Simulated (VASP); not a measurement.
# AlCu3 (P6_3/mmc) in VASP: a series of runs

Runs on AlCu3. Level: LDA. Tasks: single point.

All numbers are computed with VASP 6.6.1; they aren't measurements. Logs are shortened: lines on timing, memory, paths and dates and some standing lists are left out, and cuts for length are marked.

**1. The cell of the first run**

It takes space group P6_3/mmc (No. 194, hexagonal). The conventional cell has a = 5.049 Å, b = 5.049 Å, c = 4.101 Å, α = 90.00°, β = 90.00°, γ = 120.00°. Within 3.3 Å of Al (site symmetry -6m2) lie 12 Cu at 2.52 Å. Within 3.3 Å of Cu (site symmetry mm2) lie 8 Cu at 2.50 to 2.55 Å and 4 Al at 2.52 Å.

**2. Single point, LDA (volume scaled by 0.98, then relaxed in part)**

Input file INCAR:

```
PREC = Accurate
ENCUT = 520
EDIFF = 1E-6
ISMEAR = -1
SIGMA = 0.15
LREAL = False
LASPH = True
NELM = 60
ALGO = Fast
ISIF = 2
LWAVE = False
LCHARG = True
LELF = True
LVHAR = True
NBANDS = 46
```

Input file KPOINTS:

```
Automatic mesh
0
Gamma
  12 12 8
```

Input file POSCAR:

```
AlCu3
1.0
    5.0485720269      0.0000000000      0.0000000000
   -2.5242860135      4.3721916281      0.0000000000
    0.0000000000      0.0000000000      4.1012124124
Al Cu
2 6
Direct
    0.6666666667      0.3333333333      0.2500000000
    0.3333333333      0.6666666667      0.7500000000
    0.3304969880      0.1652484940      0.7500000000
    0.8347515060      0.1652484940      0.7500000000
    0.8347515060      0.6695030120      0.7500000000
    0.6695030120      0.8347515060      0.2500000000
    0.1652484940      0.8347515060      0.2500000000
    0.1652484940      0.3304969880      0.2500000000
```

Potentials or basis: VASP PAW LDA potentials, release 64 (Al, Cu).

Run with:

```sh
> cat potpaw_LDA.64/Al/POTCAR potpaw_LDA.64/Cu/POTCAR > POTCAR
> mpirun -np 1 vasp_std > vasp.out
```

OUTCAR:

```text
PREC = Accurate
   ENCUT = 520
   EDIFF = 1E-6
   ISMEAR = -1
   LREAL = False
   LASPH = True
   NELM = 60
   ISIF = 2

 ion  position               nearest neighbor table
   1  0.667  0.333  0.250-   4 2.52   4 2.52   5 2.52   5 2.52   3 2.52   3 2.52   6 2.52   8 2.52
                             7 2.52   7 2.52   6 2.52   8 2.52
   2  0.333  0.667  0.750-   7 2.52   7 2.52   8 2.52   8 2.52   6 2.52   6 2.52   3 2.52   5 2.52
                             4 2.52   4 2.52   3 2.52   5 2.52
   3  0.330  0.165  0.750-   5 2.50   4 2.50   7 2.51   7 2.51   8 2.51   8 2.51   1 2.52   1 2.52
                             2 2.52   2 2.52   5 2.55   4 2.55
   4  0.835  0.165  0.750-   5 2.50   3 2.50   6 2.51   6 2.51   8 2.51   8 2.51   1 2.52   1 2.52
                             2 2.52   2 2.52   5 2.55   3 2.55
   5  0.835  0.670  0.750-   3 2.50   4 2.50   7 2.51   7 2.51   6 2.51   6 2.51   1 2.52   1 2.52
                             2 2.52   2 2.52   3 2.55   4 2.55
   6  0.670  0.835  0.250-   8 2.50   7 2.50   4 2.51   4 2.51   5 2.51   5 2.51   2 2.52   2 2.52
                             1 2.52   1 2.52   8 2.55   7 2.55
   7  0.165  0.835  0.250-   8 2.50   6 2.50   3 2.51   3 2.51   5 2.51   5 2.51   2 2.52   2 2.52
                             1 2.52   1 2.52   8 2.55   6 2.55
   8  0.165  0.330  0.250-   6 2.50   7 2.50   4 2.51   4 2.51   3 2.51   3 2.51   2 2.52   2 2.52
                             1 2.52   1 2.52   6 2.55   7 2.55

  LATTYP: Found a hexagonal cell.
 ALAT       =     5.0485720269
 C/A-ratio  =     0.8123509758

  Lattice vectors:

 A1 = (   5.0485720269,   0.0000000000,   0.0000000000)
 A2 = (  -2.5242860135,   4.3721916281,   0.0000000000)
 A3 = (   0.0000000000,   0.0000000000,   4.1012124124)

Analysis of symmetry for initial positions (statically):
=====================================================================
 Subroutine PRICEL returns:
 Original cell was already a primitive cell.

 Routine SETGRP: Setting up the symmetry group for a
 hexagonal supercell.

 Subroutine GETGRP returns: Found 24 space group operations
 (whereof 12 operations were pure point group operations)
 out of a pool of 24 trial point group operations.

The static configuration has the point symmetry D_3d.
 The point group associated with its full space group is D_6h.

Analysis of symmetry for dynamics (positions and initial velocities):
=====================================================================
 Subroutine PRICEL returns:
 Original cell was already a primitive cell.

 Routine SETGRP: Setting up the symmetry group for a
 hexagonal supercell.

 Subroutine GETGRP returns: Found 24 space group operations
 (whereof 12 operations were pure point group operations)
 out of a pool of 24 trial point group operations.

The dynamic configuration has the point symmetry D_3d.
 The point group associated with its full space group is D_6h.

 Subroutine INISYM returns: Found 24 space group operations
 (whereof 12 operations are pure point group operations),
 and found     1 'primitive' translations

----------------------------------------------------------------------------------------

                                     Primitive cell

  volume of cell :      90.5274

  direct lattice vectors                    reciprocal lattice vectors
     5.048572027  0.000000000  0.000000000     0.198075811  0.114359123  0.000000000
    -2.524286013  4.372191628  0.000000000     0.000000000  0.228718246  0.000000000
     0.000000000  0.000000000  4.101212412     0.000000000  0.000000000  0.243830336

  length of vectors
     5.048572027  5.048572027  4.101212412     0.228718246  0.228718246  0.243830336

  position of ions in fractional coordinates (direct lattice)
     0.666666667  0.333333333  0.250000000
     0.333333333  0.666666667  0.750000000
     0.330496988  0.165248494  0.750000000
     0.834751506  0.165248494  0.750000000
     0.834751506  0.669503012  0.750000000
     0.669503012  0.834751506  0.250000000
     0.165248494  0.834751506  0.250000000
     0.165248494  0.330496988  0.250000000

  ion indices of the primitive-cell ions
   primitive index   ion index
                 1           1
                 2           2
                 3           3
                 4           4
                 5           5
                 6           6
                 7           7
                 8           8

----------------------------------------------------------------------------------------

 KPOINTS: Automatic mesh

Automatic generation of k-mesh.
 Grid dimensions read from file:
 generate k-points for:   12   12    8

 Generating k-lattice:

  Cartesian coordinates                     Fractional coordinates (reciprocal lattice)
     0.016506318  0.009529927  0.000000000     0.083333333  0.000000000  0.000000000
     0.000000000  0.019059854  0.000000000     0.000000000  0.083333333  0.000000000
     0.000000000  0.000000000  0.030478792     0.000000000  0.000000000  0.125000000

  Length of vectors
     0.019059854  0.019059854  0.030478792

  Shift w.r.t. Gamma in fractional coordinates (k-lattice)
     0.000000000  0.000000000  0.000000000

 Subroutine IBZKPT returns following result:
 ===========================================

 Found     95 irreducible k-points:

 Following reciprocal coordinates:
            Coordinates               Weight
  0.000000  0.000000  0.000000      1.000000
  0.083333 -0.000000  0.000000      6.000000
  0.166667 -0.000000  0.000000      6.000000
  0.250000 -0.000000  0.000000      6.000000
  0.333333 -0.000000  0.000000      6.000000
  0.416667 -0.000000  0.000000      6.000000
[... 16 lines left out ...]
  0.250000 -0.000000  0.125000     12.000000
  0.333333 -0.000000  0.125000     12.000000
 [... further k-points ...]
   k-points           NKPTS =     95   k-points in BZ     NKDIM =     95   number of bands    NBANDS=     46
   number of dos      NEDOS =    301   number of ions     NIONS =      8
   total plane-waves  NPLWV =  51200
   dimension x,y,z NGX =    40 NGY =   40 NGZ =   32
   dimension x,y,z NGXF=    80 NGYF=   80 NGZF=   64
   ions per type =               2   6
   NGX,Y,Z   is equivalent  to a cutoff of  13.17, 13.17, 12.97 a.u.
   NGXF,Y,Z  is equivalent  to a cutoff of  26.34, 26.34, 25.94 a.u.
 SYSTEM =  unknown system
   PREC   = accura    normal or accurate (medium, high low for compatibility)
   ISTART =      0    job   : 0-new  1-cont  2-samecut
   ICHARG =      2    charge: 1-file 2-atom 10-const
   ISPIN  =      1    spin polarized calculation?
   LNONCOLLINEAR =      F non collinear calculations
   LSORBIT =      F    spin-orbit coupling
   LASPH  =      T    aspherical Exc in radial PAW
   ENCUT  =  520.0 eV  38.22 Ry    6.18 a.u.   9.39  9.39  7.63*2*pi/ulx,y,z
   NELM   =     60;   NELMIN=  2; NELMDL= -5     # of ELM steps
   EDIFF  = 0.1E-05   stopping-criterion for ELM
   LREAL  =      F    real-space projection
[... 7 lines left out ...]
   TEBEG  =    0.0;   TEEND  =   0.0 temperature during run
   PSTRESS=    0.0 pullay stress
   NELECT =      72.0000    total number of electrons
   NUPDOWN=      -1.0000    fix difference up-down
   EMIN   =  10.00;   EMAX   =-10.00  energy-range for DOS
   EFERMI =   0.00;   METHOD = LEGACY
   ISMEAR =    -1;   SIGMA  =   0.15  broadening in eV -4-tet -1-fermi 0-gaus
   EFERMI_NEDOS =   21; number of points for ismear=-14 and -15
   IALGO  =     68    algorithm
   IMIX   =      4    mixing-type and parameters
     AMIX     =   0.40;   BMIX     =  1.00
     AMIX_MAG =   1.60;   BMIX_MAG =  1.00
  volume/ion in A,a.u.               =      11.32        76.36
  Fermi-wavevector in a.u.,A,eV,Ry     =   1.516791  2.866319 31.302299  2.300654
  Thomas-Fermi vector in A             =   2.626133
   LORBIT       =      0    0 simple, 1 ext, 2 COOP (PROOUT), +10 PAW based schemes
   GGA     = CA    functional components
   LHFCALC =     F    Hartree Fock is set to
   AEXX    =    0.0000 exact exchange contribution
   IVDW    =     0    specifies the selected vdW correction
   LEPSILON=     F    determine dielectric tensor
   LRPA    =     F    only Hartree local field effects (RPA)
 non-spin polarized calculation
 RMM-DIIS sequential band-by-band and
  energy-cutoff  :      520.00
  volume of cell :       90.53
 maximum number of plane-waves:      2476
 NGX is ok and might be reduce to    40
   NGX = 19   NGY = 19   NGZ = 15

 number of electron      71.9999949 magnetization

 Free energy of the ion-electron system (eV)
  ---------------------------------------------------
  ext. energy  EPLUGINS =         0.00000000
  ---------------------------------------------------
  free energy    TOTEN  =       -38.33448245 eV

  energy without entropy =      -38.15998591  energy(sigma->0) =      -38.24723418

 E-fermi :   9.3124     XC(G=0): -12.9733

 val. band max:        9.3092580753   @ k =   0.1667   0.1667   0.5000
 cond. band min:       9.3169559432   @ k =   0.4167   0.1667   0.2500
 fundamental gap:      0.0076978679
 Fermi energy:         9.3124177070

 k-point     1 :       0.0000    0.0000    0.0000
  band No.  band energies     occupation
      1      -1.8283      2.00000
      2       2.6540      2.00000
      3       3.7912      2.00000
      4       3.7912      2.00000
      5       3.8651      2.00000
      6       3.9147      2.00000
[... 38 lines left out ...]
     45      16.4707      0.00000
     46      16.7330      0.00000

 k-point     2 :       0.0833   -0.0000    0.0000
  band No.  band energies     occupation
      1      -1.7724      2.00000
      2       2.6365      2.00000
      3       3.6082      2.00000
      4       3.7060      2.00000
      5       3.8701      2.00000
      6       3.9295      2.00000
[... 38 lines left out ...]
     45      16.2281      0.00000
     46      17.0474      0.00000

 k-point     3 :       0.1667   -0.0000    0.0000
  band No.  band energies     occupation
      1      -1.6055      2.00000
      2       2.5072      2.00000
      3       3.2791      2.00000
      4       3.5277      2.00000
      5       3.9085      2.00000
      6       3.9731      2.00000
[... 1018 lines left out ...]
     45      16.1463      0.00000
     46      16.9093      0.00000

 k-point    24 :       0.3333   -0.0000    0.1250
  band No.  band energies     occupation
      1      -0.8141      2.00000
      2       1.5457      2.00000
      3       3.1138      2.00000
      4       3.2687      2.00000
      5       3.9299      2.00000
      6       4.1867      2.00000
[... 38 lines left out ...]
     45      16.0929      0.00000
     46      16.4200      0.00000

 [... further k-points ...]
[... 5 lines left out ...]
  --------------------------------------------------------------------------------------
  -------------------------------------------------------------------------------------
  Total        1.7783345      1.7783345      1.7768295     -0.0000000     -0.0000000     -0.0000000
  in kB       31.4734270     31.4734270     31.4467909     -0.0000000     -0.0000000     -0.0000000
  external PRESSURE =      31.4645483 kB  Pullay stress =       0.0000000 kB

 VOLUME and BASIS-vectors are now :
 -----------------------------------------------------------------------------
  energy-cutoff  :      520.00
  volume of cell :       90.53
      direct lattice vectors                 reciprocal lattice vectors
     5.048572027  0.000000000  0.000000000     0.198075811  0.114359123  0.000000000
    -2.524286013  4.372191628  0.000000000     0.000000000  0.228718246  0.000000000
     0.000000000  0.000000000  4.101212412     0.000000000  0.000000000  0.243830336

 POSITION                                       TOTAL-FORCE (eV/Angst)
 -----------------------------------------------------------------------------------
      2.52429      1.45740      1.02530         0.000000      0.000000     -0.000000
     -0.00000      2.91479      3.07591         0.000000     -0.000000      0.000000
      1.25140      0.72250      3.07591         0.000335      0.000193      0.000000
      3.79717      0.72250      3.07591        -0.000335      0.000193      0.000000
      2.52429      2.92720      3.07591         0.000000     -0.000387      0.000000
      1.27288      3.64969      1.02530        -0.000335     -0.000193      0.000000
     -1.27288      3.64969      1.02530         0.000335     -0.000193      0.000000
     -0.00000      1.44500      1.02530        -0.000000      0.000387     -0.000000
 -----------------------------------------------------------------------------------
    total drift:                               -0.000000      0.000000      0.000000

  FREE ENERGIE OF THE ION-ELECTRON SYSTEM (eV)
  ---------------------------------------------------
  free  energy   TOTEN  =       -38.3344824536 eV

  energy  without entropy=      -38.1599859072  energy(sigma->0) =      -38.24723418
```

It took 4.2 min on 1 thread of Intel Xeon 6975P-C (Granite Rapids), shared host; peak memory 0.39 GiB.

Results:

- Free energy: -38.3345 eV
- Pressure: 3.1 GPa
- Band gap on the k mesh: zero (band 36 reaches 11.04 eV, above the bottom of band 37 at 8.29 eV)

Caveat: the cell differs from its parent crystal (volume scaled by 0.98, then relaxed in part).

**3. Single point, LDA**

This run uses another cell than the first one, of 11.41 Å³/atom, 1.009 times its volume.

Input file INCAR:

```
PREC = Accurate ; ENCUT = 520
EDIFF = 1E-7 ; ISMEAR = -1
SIGMA = 0.15 ; LREAL = F
LASPH = T ; NELM = 80
ALGO = Fast ; ISIF = 2
LWAVE = F ; LCHARG = T
LELF = T ; LVHAR = T
NBANDS = 46
```

KPOINTS is that of step 2.

Input file POSCAR:

```
AlCu3
1.0
    5.0633630855      0.0000000000      0.0000000000
   -2.5316815428      4.3850010606      0.0000000000
    0.0000000000      0.0000000000      4.1124118878
Al Cu
2 6
Direct
    0.6666666667      0.3333333333      0.2500000000
    0.3333333333      0.6666666667      0.7500000000
    0.3304305423      0.1652152711      0.7500000000
    0.8347847289      0.1652152711      0.7500000000
    0.8347847289      0.6695694577      0.7500000000
    0.6695694577      0.8347847289      0.2500000000
    0.1652152711      0.8347847289      0.2500000000
    0.1652152711      0.3304305423      0.2500000000
```

Potentials or basis: VASP PAW LDA potentials, release 64 (Al, Cu).

Run with:

```sh
> cat potpaw_LDA.64/Al/POTCAR potpaw_LDA.64/Cu/POTCAR > POTCAR
> mpirun -np 1 vasp_std > vasp.out
```

It took 3.8 min on 1 thread of Intel Xeon 6975P-C (Granite Rapids), shared host; peak memory 0.39 GiB.

The run converged. Its results:

```yaml
Free_energy: -38.3517 eV
Pressure: 2.7 GPa
Band_gap_on_the_k_mesh: zero (band 36 reaches 10.91 eV, above the bottom of band 37 at 8.19 eV)
```

Levels at points of the mesh, in eV from the Fermi level:
```csv
k point,band 32,band 33,band 34,band 35,band 36,band 37,band 38,band 39,band 40,band 41
"(0.00, 0.00, 0.00)",-2.29,-1.90,-1.39,-1.39,-0.80,-0.04,-0.04,1.75,4.96,5.90
"(0.50, 0.00, 0.00)",-2.43,-2.41,-1.35,0.57,1.09,1.98,2.70,3.42,3.79,4.01
"(0.00, 0.00, 0.50)",-2.33,-1.36,-1.36,-1.36,-1.36,-0.92,-0.92,2.70,2.70,2.70
"(0.50, 0.00, 0.50)",-2.49,-2.46,-2.46,-0.95,-0.95,-0.68,-0.68,5.46,5.46,6.25
```

**4. Single point, LDA**

This run uses another cell than the first one, of 11.54 Å³/atom, 1.020 times its volume.

Input file INCAR:

```
PREC = Accurate ; ENCUT = 520
EDIFF = 1E-7 ; ISMEAR = 0
SIGMA = 0.1 ; LREAL = F
LASPH = T ; NELM = 80
ALGO = Fast ; ISIF = 2
LWAVE = F ; LCHARG = T
LELF = T ; LVHAR = T
NBANDS = 46
```

Input file KPOINTS:

```
regular mesh
0
Gamma
  12 12 8
```

Input file POSCAR:

```
AlCu3
1.0
    5.0805072613      0.0000000000      0.0000000000
   -2.5402536307      4.3998483524      0.0000000000
    0.0000000000      0.0000000000      4.1297761720
Al Cu
2 6
Direct
    0.6666666667      0.3333333333      0.2500000000
    0.3333333333      0.6666666667      0.7500000000
    0.3303580461      0.1651790231      0.7500000000
    0.8348209769      0.1651790231      0.7500000000
    0.8348209769      0.6696419539      0.7500000000
    0.6696419539      0.8348209769      0.2500000000
    0.1651790231      0.8348209769      0.2500000000
    0.1651790231      0.3303580461      0.2500000000
```

Run with:

```sh
> cat potpaw_LDA.64/Al/POTCAR potpaw_LDA.64/Cu/POTCAR > POTCAR
> mpirun -np 1 vasp_std > vasp.out
```

Wall time 3.6 min (1 thread of Intel Xeon 6975P-C (Granite Rapids), shared host); peak memory 0.39 GiB.

It converged, with:

```yaml
Free_energy: -38.2760 eV
Pressure: 0.6 GPa
Band_gap_on_the_k_mesh: zero (band 36 reaches 10.74 eV, above the bottom of band 37 at 8.06 eV)
```

Levels at points of the mesh, in eV from the Fermi level:
| k point | band 34 | band 35 | band 36 | band 37 | band 38 | band 39 |
| --- | --- | --- | --- | --- | --- | --- |
| (0.00, 0.00, 0.00) | -1.40 | -1.40 | -0.81 | -0.07 | -0.07 | 1.68 |
| (0.50, 0.00, 0.00) | -1.36 | 0.56 | 1.06 | 1.92 | 2.64 | 3.38 |
| (0.00, 0.00, 0.50) | -1.36 | -1.36 | -1.36 | -0.91 | -0.91 | 2.65 |
| (0.50, 0.00, 0.50) | -2.46 | -0.96 | -0.96 | -0.69 | -0.69 | 5.42 |

**5. Summary**

| cell | smearing | further INCAR settings | gap on the mesh (eV) | pressure (GPa) |
| --- | --- | --- | --- | --- |
| a = 5.049, b = 5.049, c = 4.101 Å, angles 90.0, 90.0, 120.0°, 8 atoms | fermi-dirac 0.15 eV | ALGO = Fast; EDIFF = 1e-06; NBANDS = 46 | none | 3.1 |
| a = 5.063, b = 5.063, c = 4.112 Å, angles 90.0, 90.0, 120.0°, 8 atoms | fermi-dirac 0.15 eV | ALGO = Fast; EDIFF = 1e-07; NBANDS = 46 | none | 2.7 |
| a = 5.081, b = 5.081, c = 4.130 Å, angles 90.0, 90.0, 120.0°, 8 atoms | gaussian 0.1 eV | ALGO = Fast; EDIFF = 1e-07; NBANDS = 46 | none | 0.6 |

Alike in all rows: task single point; level LDA; potentials or basis VASP PAW LDA potentials, release 64 (Al, Cu); no spin polarisation; k mesh 12 × 12 × 8; cutoff (eV) 520.

Absolute energies hang on the potentials; compare differences alone.
